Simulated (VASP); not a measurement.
Wanted: the native input for a VASP 6.6.1 run.

```
Task                   : single point
Functional             : PBE
Potentials or basis    : VASP PAW PBE potentials, release 64 (P)
Cutoff                 : 500 eV
k mesh                 : 6 × 6 × 6
Occupations            : fermi-dirac, width 0.02 eV
Spin                   : no spin polarisation
Dipole correction      : no
Further INCAR settings : ALGO = Normal; EDIFF = 1e-06; NBANDS = 12
```

The structure of P lies in POSCAR:

```
P
1.0
    1.7257251780      0.9963478961      3.1296800121
   -1.7257251780      0.9963478961      3.1296800121
    0.0000000000     -1.9926957921      3.1296800121
P
2
Direct
    0.7729197500      0.7729197500      0.7729197500
    0.2270802500      0.2270802500      0.2270802500
```

One way to write it, as run:

INCAR

```
SYSTEM = P
PREC     = Accurate       ! precision mode
ENCUT    = 500            ! plane-wave cutoff, eV
EDIFF    = 1E-6           ! SCF threshold, eV
ISMEAR   = -1             ! smearing method
SIGMA    = 0.02           ! smearing width, eV
LREAL    = .FALSE.        ! projectors in reciprocal space
LASPH    = .TRUE.         ! aspherical terms in the spheres
NELM     = 120            ! most SCF steps
ALGO     = Normal         ! electronic algorithm
ISIF     = 2              ! what is computed and relaxed
LWAVE    = .FALSE.        ! write WAVECAR
LCHARG   = .FALSE.        ! write CHGCAR
GGA      = PE             ! functional
NBANDS   = 12             ! bands
GGA_COMPAT= .FALSE.
```

KPOINTS

```
Automatic mesh
0
G
  6 6 6
  0 0 0
```

Potentials or basis: VASP PAW PBE potentials, release 64 (P).

Launch:

```console
$ cat potpaw_PBE.64/P/POTCAR > POTCAR
$ mpirun -np 1 vasp_std > vasp.out
```

Results of the run:

```
Pressure               : 1.2 GPa
Largest force          : 0.029 eV/Å
Band gap on the k mesh : zero (band 5 reaches 9.45 eV, above the bottom of band 6 at 8.77 eV)
```

Caveat: the k points lie up to 0.37 Å⁻¹ apart.

Run time: 19 s on 1 thread of Intel Xeon 8259CL, on a shared host, peak memory 0.15 GiB.
